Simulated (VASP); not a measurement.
# MnSb (Pm-3m) in VASP: notebook

MnSb is run at these levels: PBE; tasks: single point.

Everything below comes from runs of VASP 6.6.1. Logs are shortened: lines on timing, memory, paths and dates and some standing lists are left out, and cuts for length are marked.

## (1) The cell of the first run

It takes space group Pm-3m (No. 221, cubic). The conventional cell has a = 3.123 Å, b = 3.123 Å, c = 3.123 Å, α = 90.00°, β = 90.00°, γ = 90.00°. Mn (site symmetry m-3m) has 8 Sb at 2.70 Å and 6 Mn at 3.12 Å within 3.6 Å. Sb (site symmetry m-3m) has 8 Mn at 2.70 Å and 6 Sb at 3.12 Å within 3.6 Å.

## (2) Single point, PBE

File INCAR:

```
SYSTEM = MnSb
PREC = Accurate ; ENCUT = 520
EDIFF = 1E-7 ; ISMEAR = 0
SIGMA = 0.1 ; LREAL = .FALSE.
LASPH = .TRUE. ; NELM = 80
ALGO = Normal ; ISIF = 2
LWAVE = .FALSE. ; LCHARG = .FALSE.
GGA = PE ; NBANDS = 16
```

File KPOINTS:

```
regular mesh
0
G
  12 12 12
  0 0 0
```

File POSCAR:

```
MnSb
1.0
    3.1225304897      0.0000000000      0.0000000000
    0.0000000000      3.1225304897      0.0000000000
    0.0000000000      0.0000000000      3.1225304897
Mn Sb
1 1
Direct
    0.0000000000      0.0000000000      0.0000000000
    0.5000000000      0.5000000000      0.5000000000
```

Potentials or basis: VASP PAW PBE potentials, release 64 (Mn_pv, Sb).

Command:

```bash
> cat potpaw_PBE.64/Mn_pv/POTCAR potpaw_PBE.64/Sb/POTCAR > POTCAR
> mpirun -np 1 vasp_std > vasp.out
```

OUTCAR:

```text
SYSTEM = MnSb
   PREC = Accurate
   ENCUT = 520
   EDIFF = 1E-7
   ISMEAR = 0
   LREAL = .FALSE.
   LASPH = .TRUE.
   NELM = 80
   ISIF = 2
   GGA = PE

 ion  position               nearest neighbor table
   1  0.000  0.000  0.000-   2 2.70   2 2.70   2 2.70   2 2.70   2 2.70   2 2.70   2 2.70   2 2.70

   2  0.500  0.500  0.500-   1 2.70   1 2.70   1 2.70   1 2.70   1 2.70   1 2.70   1 2.70   1 2.70

  LATTYP: Found a simple cubic cell.
 ALAT       =     3.1225304897

  Lattice vectors:

 A1 = (   3.1225304897,   0.0000000000,   0.0000000000)
 A2 = (   0.0000000000,   3.1225304897,   0.0000000000)
 A3 = (   0.0000000000,   0.0000000000,   3.1225304897)

Analysis of symmetry for initial positions (statically):
=====================================================================
 Subroutine PRICEL returns:
 Original cell was already a primitive cell.

 Routine SETGRP: Setting up the symmetry group for a
 simple cubic supercell.

 Subroutine GETGRP returns: Found 48 space group operations
 (whereof 48 operations were pure point group operations)
 out of a pool of 48 trial point group operations.

The static configuration has the point symmetry O_h .

Analysis of symmetry for dynamics (positions and initial velocities):
=====================================================================
 Subroutine PRICEL returns:
 Original cell was already a primitive cell.

 Routine SETGRP: Setting up the symmetry group for a
 simple cubic supercell.

 Subroutine GETGRP returns: Found 48 space group operations
 (whereof 48 operations were pure point group operations)
 out of a pool of 48 trial point group operations.

The dynamic configuration has the point symmetry O_h .

 Subroutine INISYM returns: Found 48 space group operations
 (whereof 48 operations are pure point group operations),
 and found     1 'primitive' translations

----------------------------------------------------------------------------------------

                                     Primitive cell

  volume of cell :      30.4453

  direct lattice vectors                    reciprocal lattice vectors
     3.122530490  0.000000000  0.000000000     0.320253078  0.000000000  0.000000000
     0.000000000  3.122530490  0.000000000     0.000000000  0.320253078  0.000000000
     0.000000000  0.000000000  3.122530490     0.000000000  0.000000000  0.320253078

  length of vectors
     3.122530490  3.122530490  3.122530490     0.320253078  0.320253078  0.320253078

  position of ions in fractional coordinates (direct lattice)
     0.000000000  0.000000000  0.000000000
     0.500000000  0.500000000  0.500000000

  ion indices of the primitive-cell ions
[... 79 lines left out ...]
   IBRION =     -1    ionic relax: 0-MD 1-quasi-New 2-CG
   NFREE  =      0    steps in history (QN), initial steepest desc. (CG)
   ISIF   =      2    stress and relaxation
   ISYM   =      2    0-nonsym 1-usesym 2-fastsym
   POTIM  = 0.5000    time-step for ionic-motion
   TEBEG  =    0.0;   TEEND  =   0.0 temperature during run
   PSTRESS=    0.0 pullay stress
   NELECT =      18.0000    total number of electrons
   NUPDOWN=      -1.0000    fix difference up-down
   EMIN   =  10.00;   EMAX   =-10.00  energy-range for DOS
   EFERMI =   0.00;   METHOD = LEGACY
   ISMEAR =     0;   SIGMA  =   0.10  broadening in eV -4-tet -1-fermi 0-gaus
   EFERMI_NEDOS =   21; number of points for ismear=-14 and -15
   IALGO  =     38    algorithm
   IMIX   =      4    mixing-type and parameters
     AMIX     =   0.40;   BMIX     =  1.00
     AMIX_MAG =   1.60;   BMIX_MAG =  1.00
  volume/ion in A,a.u.               =      15.22       102.73
  Fermi-wavevector in a.u.,A,eV,Ry     =   1.374018  2.596517 25.686772  1.887925
  Thomas-Fermi vector in A             =   2.499482
   LORBIT       =      0    0 simple, 1 ext, 2 COOP (PROOUT), +10 PAW based schemes
   GGA     = PE    functional components
   LHFCALC =     F    Hartree Fock is set to
   AEXX    =    0.0000 exact exchange contribution
   IVDW    =     0    specifies the selected vdW correction
   LEPSILON=     F    determine dielectric tensor
   LRPA    =     F    only Hartree local field effects (RPA)
 non-spin polarized calculation
 Gauss-broadening in eV      SIGMA  =   0.10
  energy-cutoff  :      520.00
  volume of cell :       30.45
 maximum number of plane-waves:       840
 NGX is ok and might be reduce to    24
   NGX = 11   NGY = 11   NGZ = 11

 number of electron      17.9999972 magnetization

 Free energy of the ion-electron system (eV)
  ---------------------------------------------------
  ext. energy  EPLUGINS =         0.00000000
  ---------------------------------------------------
  free energy    TOTEN  =       -12.29268634 eV

  energy without entropy =      -12.28603693  energy(sigma->0) =      -12.28936163

 E-fermi :  12.1637     XC(G=0): -12.5032

 val. band max:       12.1599726305   @ k =   0.5000   0.4167   0.3333
 cond. band min:      12.1680873250   @ k =   0.3333   0.3333   0.3333
 fundamental gap:      0.0081146945
 Fermi energy:        12.1637370393

 k-point     1 :       0.0000    0.0000    0.0000
  band No.  band energies     occupation
      1     -35.4049      2.00000
      2     -35.4049      2.00000
      3     -35.4049      2.00000
      4      -1.8835      2.00000
      5       9.9958      2.00000
      6       9.9958      2.00000
[... 433 lines left out ...]
      3     -35.3987      2.00000
      4       1.8247      2.00000
      5       6.2211      2.00000
      6       7.7904      2.00000
[... 8 lines left out ...]
     15      23.1695      0.00000
     16      23.4608      0.00000

 [... further k-points ...]

------------------------ aborting loop because EDIFF is reached ----------------------------------------

  FORCE on cell =-STRESS in cart. coord.  units (eV):
  Direction    XX          YY          ZZ          XY          YZ          ZX
  --------------------------------------------------------------------------------------
  -------------------------------------------------------------------------------------
  Total        1.0863665      1.0863665      1.0863665     -0.0000000      0.0000000      0.0000000
  in kB       57.1698302     57.1698302     57.1698302     -0.0000000      0.0000000      0.0000000
  external PRESSURE =      57.1698302 kB  Pullay stress =       0.0000000 kB

 VOLUME and BASIS-vectors are now :
 -----------------------------------------------------------------------------
  energy-cutoff  :      520.00
  volume of cell :       30.45
      direct lattice vectors                 reciprocal lattice vectors
     3.122530490  0.000000000  0.000000000     0.320253078  0.000000000  0.000000000
     0.000000000  3.122530490  0.000000000     0.000000000  0.320253078  0.000000000
     0.000000000  0.000000000  3.122530490     0.000000000  0.000000000  0.320253078

 POSITION                                       TOTAL-FORCE (eV/Angst)
 -----------------------------------------------------------------------------------
      0.00000      0.00000      0.00000         0.000000      0.000000      0.000000
      1.56127      1.56127      1.56127         0.000000      0.000000      0.000000
 -----------------------------------------------------------------------------------
    total drift:                               -0.000000      0.000000      0.000000

  FREE ENERGIE OF THE ION-ELECTRON SYSTEM (eV)
  ---------------------------------------------------
  free  energy   TOTEN  =       -12.2926863385 eV

  energy  without entropy=      -12.2860369297  energy(sigma->0) =      -12.28936163
```

It took 28 s on 1 thread of Intel Xeon Platinum 8259CL at 2.50GHz (Skylake/Cascade Lake), shared host; peak memory 0.17 GiB.

Results:

```yaml
Free_energy: -12.2927 eV
Pressure: 5.7 GPa
Band_gap_on_the_k_mesh: zero (bands 9 and 10 overlap by 0.77 eV)
```

Caveat: the cell stands under pressure; spin-orbit coupling is left out, which moves the levels of the heavy elements; the run has no spin polarisation, though such a crystal can be magnetic. Spin polarisation is off, so any magnetic state and its effect on volume and gap are missing.

## (3) Single point, PBE, collinear spin, ferromagnetic start

This run uses another cell than the first one, of 18.10 Å³/atom.

File INCAR:

```
SYSTEM = MnSb
  ALGO = Normal
  EDIFF = 1E-6
  ENCUT = 520
  GGA = PE
  ISIF = 2
  ISMEAR = 0
  ISPIN = 2
  LASPH = .TRUE.
  LCHARG = .FALSE.
  LMAXMIX = 4
  LORBIT = 11
  LREAL = .FALSE.
  LWAVE = .FALSE.
  MAGMOM = 4 0
  NBANDS = 20
  NELM = 150
  PREC = Accurate
  SIGMA = 0.1
```

File KPOINTS:

```
k-points
0
G
  6 6 6
  0 0 0
```

File POSCAR:

```
MnSb
1.0
    3.3080306403      0.0000000000      0.0000000000
    0.0000000000      3.3080306403      0.0000000000
    0.0000000000      0.0000000000      3.3080306403
Mn Sb
1 1
Direct
    0.0000000000      0.0000000000      0.0000000000
    0.5000000000      0.5000000000      0.5000000000
```

Potentials or basis: VASP PAW PBE potentials, release 64 (Mn_pv, Sb).

Command:

```bash
> cat potpaw_PBE.64/Mn_pv/POTCAR potpaw_PBE.64/Sb/POTCAR > POTCAR
> mpirun -np 1 vasp_std > vasp.out
```

OUTCAR:

```text
SYSTEM = MnSb
   EDIFF = 1E-6
   ENCUT = 520
   GGA = PE
   ISIF = 2
   ISMEAR = 0
   ISPIN = 2
   LASPH = .TRUE.
   LORBIT = 11
   LREAL = .FALSE.
   NELM = 150
   PREC = Accurate

 ion  position               nearest neighbor table
   1  0.000  0.000  0.000-   2 2.86   2 2.86   2 2.86   2 2.86   2 2.86   2 2.86   2 2.86   2 2.86

   2  0.500  0.500  0.500-   1 2.86   1 2.86   1 2.86   1 2.86   1 2.86   1 2.86   1 2.86   1 2.86

  LATTYP: Found a simple cubic cell.
 ALAT       =     3.3080306403

  Lattice vectors:

 A1 = (   3.3080306403,   0.0000000000,   0.0000000000)
 A2 = (   0.0000000000,   3.3080306403,   0.0000000000)
 A3 = (   0.0000000000,   0.0000000000,   3.3080306403)

Analysis of symmetry for initial positions (statically):
=====================================================================
 Subroutine PRICEL returns:
 Original cell was already a primitive cell.

 Routine SETGRP: Setting up the symmetry group for a
 simple cubic supercell.

 Subroutine GETGRP returns: Found 48 space group operations
 (whereof 48 operations were pure point group operations)
 out of a pool of 48 trial point group operations.

The static configuration has the point symmetry O_h .

Analysis of symmetry for dynamics (positions and initial velocities):
=====================================================================
 Subroutine PRICEL returns:
 Original cell was already a primitive cell.

 Routine SETGRP: Setting up the symmetry group for a
 simple cubic supercell.

 Subroutine GETGRP returns: Found 48 space group operations
 (whereof 48 operations were pure point group operations)
 out of a pool of 48 trial point group operations.

The dynamic configuration has the point symmetry O_h .

Analysis of structural, dynamic, and magnetic symmetry:
=====================================================================
 Subroutine PRICEL returns:
 Original cell was already a primitive cell.

 Routine SETGRP: Setting up the symmetry group for a
 simple cubic supercell.

 Subroutine GETGRP returns: Found 48 space group operations
 (whereof 48 operations were pure point group operations)
 out of a pool of 48 trial point group operations.

The overall configuration has the point symmetry O_h .

 Subroutine INISYM returns: Found 48 space group operations
 (whereof 48 operations are pure point group operations),
 and found     1 'primitive' translations

----------------------------------------------------------------------------------------

                                     Primitive cell

  volume of cell :      36.2000

  direct lattice vectors                    reciprocal lattice vectors
     3.308030640  0.000000000  0.000000000     0.302294661  0.000000000  0.000000000
     0.000000000  3.308030640  0.000000000     0.000000000  0.302294661  0.000000000
     0.000000000  0.000000000  3.308030640     0.000000000  0.000000000  0.302294661

  length of vectors
     3.308030640  3.308030640  3.308030640     0.302294661  0.302294661  0.302294661

  position of ions in fractional coordinates (direct lattice)
     0.000000000  0.000000000  0.000000000
     0.500000000  0.500000000  0.500000000

[... 63 lines left out ...]
   ISTART =      0    job   : 0-new  1-cont  2-samecut
   ICHARG =      2    charge: 1-file 2-atom 10-const
   ISPIN  =      2    spin polarized calculation?
   LNONCOLLINEAR =      F non collinear calculations
   LSORBIT =      F    spin-orbit coupling
   LASPH  =      T    aspherical Exc in radial PAW
   ENCUT  =  520.0 eV  38.22 Ry    6.18 a.u.   6.15  6.15  6.15*2*pi/ulx,y,z
   NELM   =    150;   NELMIN=  2; NELMDL= -5     # of ELM steps
   EDIFF  = 0.1E-05   stopping-criterion for ELM
   LREAL  =      F    real-space projection
   EDIFFG = 0.1E-04   stopping-criterion for IOM
   NSW    =      0    number of steps for IOM
   IBRION =     -1    ionic relax: 0-MD 1-quasi-New 2-CG
   NFREE  =      0    steps in history (QN), initial steepest desc. (CG)
   ISIF   =      2    stress and relaxation
   ISYM   =      2    0-nonsym 1-usesym 2-fastsym
   POTIM  = 0.5000    time-step for ionic-motion
   TEBEG  =    0.0;   TEEND  =   0.0 temperature during run
   PSTRESS=    0.0 pullay stress
   NELECT =      18.0000    total number of electrons
   NUPDOWN=      -1.0000    fix difference up-down
   EMIN   =  10.00;   EMAX   =-10.00  energy-range for DOS
   EFERMI =   0.00;   METHOD = LEGACY
   ISMEAR =     0;   SIGMA  =   0.10  broadening in eV -4-tet -1-fermi 0-gaus
   EFERMI_NEDOS =   21; number of points for ismear=-14 and -15
   IALGO  =     38    algorithm
   IMIX   =      4    mixing-type and parameters
     AMIX     =   0.40;   BMIX     =  1.00
     AMIX_MAG =   1.60;   BMIX_MAG =  1.00
  volume/ion in A,a.u.               =      18.10       122.14
  Fermi-wavevector in a.u.,A,eV,Ry     =   1.296969  2.450915 22.886736  1.682128
  Thomas-Fermi vector in A             =   2.428391
   LORBIT       =     11    0 simple, 1 ext, 2 COOP (PROOUT), +10 PAW based schemes
   GGA     = PE    functional components
   LHFCALC =     F    Hartree Fock is set to
   AEXX    =    0.0000 exact exchange contribution
   IVDW    =     0    specifies the selected vdW correction
   LEPSILON=     F    determine dielectric tensor
   LRPA    =     F    only Hartree local field effects (RPA)
 spin polarized calculation
 Gauss-broadening in eV      SIGMA  =   0.10
  energy-cutoff  :      520.00
  volume of cell :       36.20
 maximum number of plane-waves:       992
 NGX is ok and might be reduce to    28
   NGX = 13   NGY = 13   NGZ = 13

 number of electron      18.0000016 magnetization       3.0028324

 Free energy of the ion-electron system (eV)
  ---------------------------------------------------
  ext. energy  EPLUGINS =         0.00000000
  ---------------------------------------------------
  free energy    TOTEN  =       -12.52048515 eV

  energy without entropy =      -12.51211777  energy(sigma->0) =      -12.51630146

 E-fermi :   9.9275     XC(G=0): -11.5847

 val. band max:        9.9262928612   @ k =   0.3333   0.1667   0.1667
 cond. band min:       9.9690661263   @ k =   0.1667   0.1667   0.0000
 fundamental gap:      0.0427732651
 Fermi energy:         9.9275437987

 spin component 1

 k-point     1 :       0.0000    0.0000    0.0000
  band No.  band energies     occupation
      1     -39.3463      1.00000
      2     -39.3463      1.00000
      3     -39.3463      1.00000
      4      -2.9096      1.00000
      5       7.0343      1.00000
      6       7.0343      1.00000
[... 436 lines left out ...]
      6       4.9860      1.00000
[... 12 lines left out ...]
     19      30.9666      0.00000
     20      30.9666      0.00000
 Fermi energy:         9.9275437987

 spin component 2

 k-point     1 :       0.0000    0.0000    0.0000
  band No.  band energies     occupation
      1     -36.1077      1.00000
      2     -36.1077      1.00000
      3     -36.1077      1.00000
      4      -2.9318      1.00000
      5       9.0816      1.00000
      6       9.0816      1.00000
[... 449 lines left out ...]
     19      31.0616      0.00000
     20      31.0616      0.00000

------------------------ aborting loop because EDIFF is reached ----------------------------------------

  FORCE on cell =-STRESS in cart. coord.  units (eV):
  Direction    XX          YY          ZZ          XY          YZ          ZX
  --------------------------------------------------------------------------------------
  -------------------------------------------------------------------------------------
  Total        0.7676263      0.7676263      0.7676263     -0.0000000     -0.0000000      0.0000000
  in kB       33.9744057     33.9744057     33.9744057     -0.0000000     -0.0000000      0.0000000
  external PRESSURE =      33.9744057 kB  Pullay stress =       0.0000000 kB

 VOLUME and BASIS-vectors are now :
 -----------------------------------------------------------------------------
  energy-cutoff  :      520.00
  volume of cell :       36.20
      direct lattice vectors                 reciprocal lattice vectors
     3.308030640  0.000000000  0.000000000     0.302294661  0.000000000  0.000000000
     0.000000000  3.308030640  0.000000000     0.000000000  0.302294661  0.000000000
     0.000000000  0.000000000  3.308030640     0.000000000  0.000000000  0.302294661

 POSITION                                       TOTAL-FORCE (eV/Angst)
 -----------------------------------------------------------------------------------
      0.00000      0.00000      0.00000         0.000000      0.000000      0.000000
      1.65402      1.65402      1.65402         0.000000      0.000000      0.000000
 -----------------------------------------------------------------------------------
    total drift:                               -0.000000     -0.000000     -0.000000

  FREE ENERGIE OF THE ION-ELECTRON SYSTEM (eV)
  ---------------------------------------------------
  free  energy   TOTEN  =       -12.5204851495 eV

  energy  without entropy=      -12.5121177691  energy(sigma->0) =      -12.51630146

 total charge

# of ion       s       p       d       tot
------------------------------------------
    1        0.253   6.178   5.141  11.572
    2        1.191   1.201   0.068   2.459
--------------------------------------------------
tot          1.443   7.379   5.209  14.031

 magnetization (x)

# of ion       s       p       d       tot
------------------------------------------
    1        0.022   0.016   3.042   3.080
    2        0.026  -0.120   0.001  -0.093
--------------------------------------------------
tot          0.049  -0.104   3.042   2.987
```

stdout:

```text
POSCAR found type information on POSCAR MnSb
 POSCAR found :  2 types and       2 ions
 scaLAPACK will be used
 LDA part: xc-table for (Slater+PW92), standard interpolation
 POSCAR, INCAR and KPOINTS ok, starting setup
 FFT: planning ... GRIDC
 FFT: planning ... GRID_SOFT
 FFT: planning ... GRID
 WAVECAR not read
 entering main loop
```

Wall time 36 s (1 thread of Intel Xeon Platinum 8259CL at 2.50GHz (Skylake/Cascade Lake), shared host); peak memory 0.18 GiB.

What came out:

```yaml
Free_energy: -12.5205 eV
Pressure: 3.4 GPa
Net_moment: 3.00 μB per cell
Site_moments: Mn +3.08; Sb -0.09 μB
Valence_electrons_inside_the_program's_atomic_spheres: Mn 11.57; Sb 2.46
```

Caveat: the cell stands under pressure; spin-orbit coupling is left out, which moves the levels of the heavy elements; a cell with one magnetic atom can't hold antiferromagnetic order, which such compounds often take.

(Continued in part 2 of 2.)

The gap in the log of VASP goes by the Fermi energy; the results here count the filled bands.